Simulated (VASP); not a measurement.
# Cu3O2 (I4/mmm) in VASP: a series of runs

The runs below take Cu3O2 through single point, with PBE.

Everything below comes from runs of VASP 6.6.1. Logs are shortened: lines on timing, memory, paths and dates and some standing lists are left out, and cuts for length are marked.

### 1 The cell of the first run

It takes space group I4/mmm (No. 139, tetragonal). The conventional cell has a = 4.026 Å, b = 4.026 Å, c = 7.929 Å, α = 90.00°, β = 90.00°, γ = 90.00°. Cu (site symmetry -4m2) has 2 O at 1.98 Å within 2.6 Å. Cu (site symmetry 4/mmm) has 4 O at 2.01 Å within 2.7 Å. O (site symmetry mmm) has 4 Cu at 1.98 to 2.01 Å within 2.6 Å.

### 2 Single point, PBE

The input, INCAR:

```
SYSTEM = Cu3O2
  PREC = Accurate
  ENCUT = 520
  EDIFF = 1E-7
  ISMEAR = 0
  SIGMA = 0.15
  LREAL = .FALSE.
  LASPH = .TRUE.
  NELM = 60
  ALGO = Normal
  ISIF = 2
  LWAVE = .FALSE.
  LCHARG = .TRUE.
  GGA = PE
  LELF = .TRUE.
  LVHAR = .TRUE.
  NBANDS = 30
```

The input, KPOINTS:

```
Automatic mesh
0
G
  14 14 14
  0 0 0
```

The input, POSCAR:

```
Cu3O2
1.0
   -2.0130000000      2.0130000000      3.9644000000
    2.0130000000     -2.0130000000      3.9644000000
    2.0130000000      2.0130000000     -3.9644000000
Cu O
3 2
Direct
    0.2500000000      0.7500000000      0.5000000000
    0.7500000000      0.2500000000      0.5000000000
    0.0000000000      0.0000000000      0.0000000000
    0.0000000000      0.5000000000      0.5000000000
    0.5000000000      0.0000000000      0.5000000000
```

Potentials or basis: VASP PAW PBE potentials, release 64 (Cu, O).

Command:

```sh
> cat potpaw_PBE.64/Cu/POTCAR potpaw_PBE.64/O/POTCAR > POTCAR
> mpirun -np 1 vasp_std > vasp.out
```

OUTCAR:

```text
SYSTEM = Cu3O2
   PREC = Accurate
   ENCUT = 520
   EDIFF = 1E-7
   ISMEAR = 0
   LREAL = .FALSE.
   LASPH = .TRUE.
   NELM = 60
   ISIF = 2
   GGA = PE

 ion  position               nearest neighbor table
   1  0.250  0.750  0.500-   4 1.98   5 1.98
   2  0.750  0.250  0.500-   4 1.98   5 1.98
   3  0.000  0.000  0.000-   4 2.01   5 2.01   4 2.01   5 2.01
   4  0.000  0.500  0.500-   1 1.98   2 1.98   3 2.01   3 2.01
   5  0.500  0.000  0.500-   1 1.98   2 1.98   3 2.01   3 2.01

  LATTYP: Found a body centered tetragonal cell.
 ALAT       =     4.0260000000
 C/A-ratio  =     1.9693989071

  Lattice vectors:

 A1 = (  -2.0130000000,   2.0130000000,   3.9644000000)
 A2 = (   2.0130000000,  -2.0130000000,   3.9644000000)
 A3 = (   2.0130000000,   2.0130000000,  -3.9644000000)

Analysis of symmetry for initial positions (statically):
=====================================================================
 Subroutine PRICEL returns:
 Original cell was already a primitive cell.

 Routine SETGRP: Setting up the symmetry group for a
 body centered tetragonal supercell.

 Subroutine GETGRP returns: Found 16 space group operations
 (whereof 16 operations were pure point group operations)
 out of a pool of 16 trial point group operations.

The static configuration has the point symmetry D_4h.

Analysis of symmetry for dynamics (positions and initial velocities):
=====================================================================
 Subroutine PRICEL returns:
 Original cell was already a primitive cell.

 Routine SETGRP: Setting up the symmetry group for a
 body centered tetragonal supercell.

 Subroutine GETGRP returns: Found 16 space group operations
 (whereof 16 operations were pure point group operations)
 out of a pool of 16 trial point group operations.

The dynamic configuration has the point symmetry D_4h.

 Subroutine INISYM returns: Found 16 space group operations
 (whereof 16 operations are pure point group operations),
 and found     1 'primitive' translations

----------------------------------------------------------------------------------------

                                     Primitive cell

  volume of cell :      64.2577

  direct lattice vectors                    reciprocal lattice vectors
    -2.013000000  2.013000000  3.964400000     0.000000000  0.248385494  0.126122490
     2.013000000 -2.013000000  3.964400000     0.248385494  0.000000000  0.126122490
     2.013000000  2.013000000 -3.964400000     0.248385494  0.248385494  0.000000000

  length of vectors
     4.880656243  4.880656243  4.880656243     0.278571779  0.278571779  0.351270135

  position of ions in fractional coordinates (direct lattice)
     0.250000000  0.750000000  0.500000000
     0.750000000  0.250000000  0.500000000
     0.000000000  0.000000000  0.000000000
     0.000000000  0.500000000  0.500000000
     0.500000000  0.000000000  0.500000000

  ion indices of the primitive-cell ions
   primitive index   ion index
                 1           1
                 2           2
                 3           3
                 4           4
                 5           5

----------------------------------------------------------------------------------------

 KPOINTS: Automatic mesh

Automatic generation of k-mesh.
 Grid dimensions read from file:
 generate k-points for:   14   14   14

 Generating k-lattice:

  Cartesian coordinates                     Fractional coordinates (reciprocal lattice)
     0.000000000  0.017741821  0.009008749     0.071428571  0.000000000  0.000000000
     0.017741821  0.000000000  0.009008749     0.000000000  0.071428571  0.000000000
     0.017741821  0.017741821  0.000000000     0.000000000  0.000000000  0.071428571

  Length of vectors
     0.019897984  0.019897984  0.025090724

  Shift w.r.t. Gamma in fractional coordinates (k-lattice)
     0.000000000  0.000000000  0.000000000

 Subroutine IBZKPT returns following result:
 ===========================================

 Found    244 irreducible k-points:

 Following reciprocal coordinates:
            Coordinates               Weight
  0.000000  0.000000  0.000000      1.000000
  0.071429  0.000000  0.000000      8.000000
  0.142857  0.000000  0.000000      8.000000
  0.214286  0.000000 -0.000000      8.000000
  0.285714  0.000000 -0.000000      8.000000
  0.357143  0.000000 -0.000000      8.000000
[... 16 lines left out ...]
  0.214286  0.142857 -0.000000     16.000000
  0.285714  0.142857 -0.000000     16.000000
 [... further k-points ...]
   k-points           NKPTS =    244   k-points in BZ     NKDIM =    244   number of bands    NBANDS=     30
   number of dos      NEDOS =    301   number of ions     NIONS =      5
   total plane-waves  NPLWV =  46656
   dimension x,y,z NGX =    36 NGY =   36 NGZ =   36
   dimension x,y,z NGXF=    72 NGYF=   72 NGZF=   72
   ions per type =               3   2
   NGX,Y,Z   is equivalent  to a cutoff of  12.26, 12.26, 12.26 a.u.
[... 50 lines left out ...]

 Free energy of the ion-electron system (eV)
  ---------------------------------------------------
  ext. energy  EPLUGINS =         0.00000000
  ---------------------------------------------------
  free energy    TOTEN  =       -22.33346823 eV

  energy without entropy =      -22.31241861  energy(sigma->0) =      -22.32294342

 E-fermi :   3.6038     XC(G=0): -10.8573

 val. band max:        3.5969297047   @ k =  -0.2143   0.4286   0.0714
 cond. band min:       3.6043335012   @ k =  -0.2143  -0.4286   0.0714
 fundamental gap:      0.0074037965
 Fermi energy:         3.6037929502

 k-point     1 :       0.0000    0.0000    0.0000
  band No.  band energies     occupation
      1     -14.7582      2.00000
      2     -13.6713      2.00000
      3      -1.6527      2.00000
      4      -1.1469      2.00000
      5      -1.1469      2.00000
      6      -0.8856      2.00000
[... 22 lines left out ...]
     29      13.8479      0.00000
     30      14.7080      0.00000

 k-point     2 :       0.0714    0.0000    0.0000
  band No.  band energies     occupation
      1     -14.7417      2.00000
      2     -13.6809      2.00000
      3      -1.6575      2.00000
      4      -1.2172      2.00000
      5      -1.1301      2.00000
      6      -0.9908      2.00000
[... 22 lines left out ...]
     29      13.8176      0.00000
     30      14.8955      0.00000

 k-point     3 :       0.1429    0.0000    0.0000
  band No.  band energies     occupation
      1     -14.6932      2.00000
      2     -13.7097      2.00000
      3      -1.6716      2.00000
      4      -1.4006      2.00000
      5      -1.1292      2.00000
      6      -1.0802      2.00000
[... 22 lines left out ...]
     29      13.8318      0.00000
     30      15.0523      0.00000

 k-point     4 :       0.2143    0.0000   -0.0000
  band No.  band energies     occupation
      1     -14.6162      2.00000
      2     -13.7577      2.00000
      3      -1.6994      2.00000
      4      -1.6373      2.00000
      5      -1.2617      2.00000
      6      -0.9994      2.00000
[... 22 lines left out ...]
     29      13.8815      0.00000
     30      15.2331      0.00000

 k-point     5 :       0.2857    0.0000   -0.0000
  band No.  band energies     occupation
      1     -14.5169      2.00000
      2     -13.8248      2.00000
      3      -1.8955      2.00000
      4      -1.7211      2.00000
      5      -1.3694      2.00000
      6      -0.8919      2.00000
[... 22 lines left out ...]
     29      13.8759      0.00000
     30      14.3603      0.00000
[... 526 lines left out ...]
     29      14.0683      0.00000
     30      14.7970      0.00000

 k-point    22 :       0.1429    0.1429   -0.0000
  band No.  band energies     occupation
      1     -14.6130      2.00000
      2     -13.7597      2.00000
      3      -1.5693      2.00000
      4      -1.5537      2.00000
      5      -1.4369      2.00000
      6      -1.1521      2.00000
[... 22 lines left out ...]
     29      14.0562      0.00000
     30      14.8150      0.00000

 k-point    23 :       0.2143    0.1429   -0.0000
  band No.  band energies     occupation
      1     -14.5327      2.00000
      2     -13.8088      2.00000
      3      -1.7550      2.00000
      4      -1.6261      2.00000
      5      -1.5011      2.00000
      6      -1.1381      2.00000
[... 22 lines left out ...]
     29      13.9230      0.00000
     30      14.5958      0.00000

 k-point    24 :       0.2857    0.1429   -0.0000
  band No.  band energies     occupation
      1     -14.4333      2.00000
      2     -13.8734      2.00000
      3      -1.9673      2.00000
      4      -1.8018      2.00000
      5      -1.4492      2.00000
      6      -1.0849      2.00000
[... 22 lines left out ...]
     29      13.5927      0.00000
     30      14.5531      0.00000

 [... further k-points ...]

------------------------ aborting loop because EDIFF is reached ----------------------------------------

  FORCE on cell =-STRESS in cart. coord.  units (eV):
  Direction    XX          YY          ZZ          XY          YZ          ZX
  --------------------------------------------------------------------------------------
  -------------------------------------------------------------------------------------
  Total       -1.1944764     -1.1944764     -9.5465342      0.0000000      0.0000000      0.0000000
  in kB      -29.7826357    -29.7826357   -238.0297870      0.0000000      0.0000000      0.0000000
  external PRESSURE =     -99.1983528 kB  Pullay stress =       0.0000000 kB

 VOLUME and BASIS-vectors are now :
 -----------------------------------------------------------------------------
  energy-cutoff  :      520.00
  volume of cell :       64.26
      direct lattice vectors                 reciprocal lattice vectors
    -2.013000000  2.013000000  3.964400000     0.000000000  0.248385494  0.126122490
     2.013000000 -2.013000000  3.964400000     0.248385494  0.000000000  0.126122490
     2.013000000  2.013000000 -3.964400000     0.248385494  0.248385494  0.000000000

 POSITION                                       TOTAL-FORCE (eV/Angst)
 -----------------------------------------------------------------------------------
      2.01300      0.00000      1.98220         0.000000      0.000000     -0.000000
      0.00000      2.01300      1.98220        -0.000000     -0.000000      0.000000
      0.00000      0.00000      0.00000        -0.000000     -0.000000      0.000000
      2.01300      0.00000      0.00000        -0.000000     -0.000000      0.000000
      0.00000      2.01300      0.00000        -0.000000     -0.000000      0.000000
 -----------------------------------------------------------------------------------
    total drift:                                0.000000      0.000000      0.000000

  FREE ENERGIE OF THE ION-ELECTRON SYSTEM (eV)
  ---------------------------------------------------
  free  energy   TOTEN  =       -22.3334682345 eV

  energy  without entropy=      -22.3124186085  energy(sigma->0) =      -22.32294342
```

Run time: 5.9 min. Hardware: 1 thread of Intel Xeon 6975P-C (Granite Rapids), shared host; peak memory 0.48 GiB.

Results:

| Quantity | Value |
| --- | --- |
| Free energy | -22.3335 eV |
| Pressure | -9.9 GPa |
| Band gap on the k mesh | zero (an odd number of electrons rules out a gap without spin polarisation) |

Caveat: the stress differs along the axes, from -24 to -3 GPa. With open d or f shells a metallic result of PBE can be an artefact of self-interaction; +U or a hybrid may open a gap.

### 3 Single point, PBE

This run uses another cell than the first one, of 12.88 Å³/atom.

The input, INCAR:

```
SYSTEM = Cu3O2
PREC = Accurate
ENCUT = 520
EDIFF = 1E-7
ISMEAR = 0
SIGMA = 0.15
LREAL = .FALSE.
LASPH = .TRUE.
NELM = 80
ALGO = Normal
ISIF = 2
LWAVE = .FALSE.
LCHARG = .FALSE.
GGA = PE
NBANDS = 30
```

The input, KPOINTS:

```
regular mesh
0
G
  14 14 14
  0 0 0
```

POSCAR: that of step 2 with these lines changed.

```diff
@@ -2,5 +2,5 @@
 1.0
-   -2.0130000000      2.0130000000      3.9644000000
-    2.0130000000     -2.0130000000      3.9644000000
-    2.0130000000      2.0130000000     -3.9644000000
+   -2.0943500000      2.0943500000      3.6707248177
+    2.0943500000     -2.0943500000      3.6707248177
+    2.0943500000      2.0943500000     -3.6707248177
 Cu O
```

Potentials or basis: VASP PAW PBE potentials, release 64 (Cu, O).

Command:

```sh
> cat potpaw_PBE.64/Cu/POTCAR potpaw_PBE.64/O/POTCAR > POTCAR
> mpirun -np 1 vasp_std > vasp.out
```

Run time: 5 min. Hardware: 1 thread of Intel Xeon 6975P-C (Granite Rapids), shared host; peak memory 0.48 GiB.

The run converged. Its results:

```yaml
Free_energy: -22.6683 eV
Pressure: -3.7 GPa
Band_gap_on_the_k_mesh: zero (an odd number of electrons rules out a gap without spin polarisation)
```

Stress tensor (GPa, compression positive):
```
-4.20  0.00  0.00
 0.00 -4.20  0.00
 0.00  0.00 -2.67
```

Levels at points of the mesh, in eV from the Fermi level:
```csv
k point,band 19,band 20,band 21,band 22,band 23,band 24,band 25,band 26,band 27,band 28
"(0.00, 0.00, 0.00)",-1.54,-1.45,-0.61,-0.61,0.33,0.49,5.16,5.16,6.64,7.06
"(0.50, 0.00, 0.00)",-1.33,-1.20,-0.78,-0.51,-0.21,2.94,3.19,7.74,7.81,8.00
"(0.50, 0.50, 0.00)",-1.42,-0.42,-0.36,-0.24,0.86,1.04,3.50,3.66,7.54,8.91
"(0.50, 0.50, 0.50)",-1.63,-1.45,-1.21,-0.19,-0.19,2.90,4.69,6.23,6.23,7.30
```

Caveat: the cell stands under tension. With open d or f shells a metallic result of PBE can be an artefact of self-interaction; +U or a hybrid may open a gap.

### 4 Single point, PBE

This run uses another cell than the first one, of 12.97 Å³/atom.

The input, INCAR:

```
PREC = Accurate
ENCUT = 520
EDIFF = 1E-6
ISMEAR = 0
SIGMA = 0.15
LREAL = False
LASPH = True
NELM = 60
ALGO = Normal
ISIF = 2
LWAVE = False
LCHARG = False
GGA = PE
NBANDS = 30
```

The input, KPOINTS:

```
regular mesh
0
Gamma
  14 14 14
```

POSCAR: that of step 3 with these lines changed.

```diff
@@ -2,5 +2,5 @@
 1.0
-   -2.0943500000      2.0943500000      3.6707248177
-    2.0943500000     -2.0943500000      3.6707248177
-    2.0943500000      2.0943500000     -3.6707248177
+   -2.0740000000      2.0740000000      3.7686000000
+    2.0740000000     -2.0740000000      3.7686000000
+    2.0740000000      2.0740000000     -3.7686000000
 Cu O
```

Command:

```sh
> cat potpaw_PBE.64/Cu/POTCAR potpaw_PBE.64/O/POTCAR > POTCAR
> mpirun -np 1 vasp_std > vasp.out
```

It took 5.1 min on 1 thread of Intel Xeon 6975P-C (Granite Rapids), shared host; peak memory 0.48 GiB.

Results (log left out):

- Free energy: -22.6215 eV
- Pressure: -7.2 GPa
- Band gap on the k mesh: zero (an odd number of electrons rules out a gap without spin polarisation)

Stress tensor (GPa, compression positive):
```
 -4.57   0.00   0.00
  0.00  -4.57   0.00
  0.00   0.00 -12.34
```

Levels at points of the mesh, in eV from the Fermi level:
```
           k point  band 20  band 21  band 22  band 23  band 24  band 25  band 26  band 27
(0.00, 0.00, 0.00)    -1.34    -0.67    -0.67     0.30     0.33     5.16     5.16     6.58
(0.50, 0.00, 0.00)    -1.19    -0.78    -0.47    -0.23     2.73     3.04     7.73     7.91
(0.50, 0.50, 0.00)    -0.41    -0.35    -0.23     0.83     1.15     3.32     3.60     7.15
(0.50, 0.50, 0.50)    -1.35    -1.21    -0.24    -0.24     3.01     4.37     6.18     6.18
```

Caveat: the stress differs along the axes, from -12 to -5 GPa. With open d or f shells a metallic result of PBE can be an artefact of self-interaction; +U or a hybrid may open a gap.

### 5 Single point, PBE

This run uses another cell than the first one, of 13.05 Å³/atom.

The input, INCAR:

```
SYSTEM = Cu3O2
PREC = Accurate ; ENCUT = 520
EDIFF = 1E-7 ; ISMEAR = 0
SIGMA = 0.15 ; LREAL = .False.
LASPH = .True. ; NELM = 80
ALGO = Normal ; ISIF = 2
LWAVE = .False. ; LCHARG = .False.
GGA = PE ; NBANDS = 30
```

The input, KPOINTS:

```
Automatic mesh
0
Gamma
  14 14 14
  0 0 0
```

POSCAR: that of step 4 with these lines changed.

```diff
@@ -2,5 +2,5 @@
 1.0
-   -2.0740000000      2.0740000000      3.7686000000
-    2.0740000000     -2.0740000000      3.7686000000
-    2.0740000000      2.0740000000     -3.7686000000
+   -2.0536500000      2.0536500000      3.8665000000
+    2.0536500000     -2.0536500000      3.8665000000
+    2.0536500000      2.0536500000     -3.8665000000
 Cu O
```

Command:

```sh
> cat potpaw_PBE.64/Cu/POTCAR potpaw_PBE.64/O/POTCAR > POTCAR
> mpirun -np 1 vasp_std > vasp.out
```

Wall time 25 min (1 thread of Intel Xeon 8259CL, shared host); peak memory 0.48 GiB.

The run converged. Its results:

```yaml
Free_energy: -22.4917 eV
Pressure: -9.7 GPa
Band_gap_on_the_k_mesh: zero (an odd number of electrons rules out a gap without spin polarisation)
```

Stress tensor (GPa, compression positive):
```
 -4.74   0.00   0.00
  0.00  -4.74   0.00
  0.00   0.00 -19.51
```

Levels at points of the mesh, in eV from the Fermi level:
```tsv
k point	band 19	band 20	band 21	band 22	band 23	band 24	band 25	band 26	band 27	band 28
(0.00, 0.00, 0.00)	-1.45	-1.26	-0.73	-0.73	0.12	0.32	5.17	5.17	6.54	7.07
(0.50, 0.00, 0.00)	-1.34	-1.19	-0.80	-0.44	-0.25	2.52	2.87	7.73	7.80	8.01
(0.50, 0.50, 0.00)	-1.33	-0.45	-0.28	-0.22	0.80	1.27	3.17	3.51	6.78	8.99
(0.50, 0.50, 0.50)	-1.51	-1.26	-1.21	-0.29	-0.29	3.09	4.04	6.13	6.13	7.47
```

Caveat: the stress differs along the axes, from -20 to -5 GPa. With open d or f shells a metallic result of PBE can be an artefact of self-interaction; +U or a hybrid may open a gap.

### 6 The runs side by side

| cell | gap on the mesh (eV) | pressure (GPa) |
| --- | --- | --- |
| a = 4.881 Å, angles 131.3, 131.3, 71.4°, 5 atoms | none | -9.9 |
| a = 4.717 Å, angles 127.3, 127.3, 77.8°, 5 atoms | none | -3.7 |
| a = 4.775 Å, angles 128.5, 128.5, 75.8°, 5 atoms | none | -7.2 |
| a = 4.836 Å, angles 129.7, 129.7, 73.8°, 5 atoms | none | -9.7 |

Alike in all rows: task single point; level PBE; potentials or basis VASP PAW PBE potentials, release 64 (Cu, O); no spin polarisation; k mesh 14 × 14 × 14; cutoff (eV) 520; smearing gaussian 0.15 eV.

Caveats: the stress differs along the axes, from -24 to -3 GPa (at least some runs); the cell stands under tension (at least some runs); the stress differs along the axes, from -12 to -5 GPa (at least some runs); the stress differs along the axes, from -20 to -5 GPa (at least some runs).

Absolute energies hang on the potentials; compare differences alone.
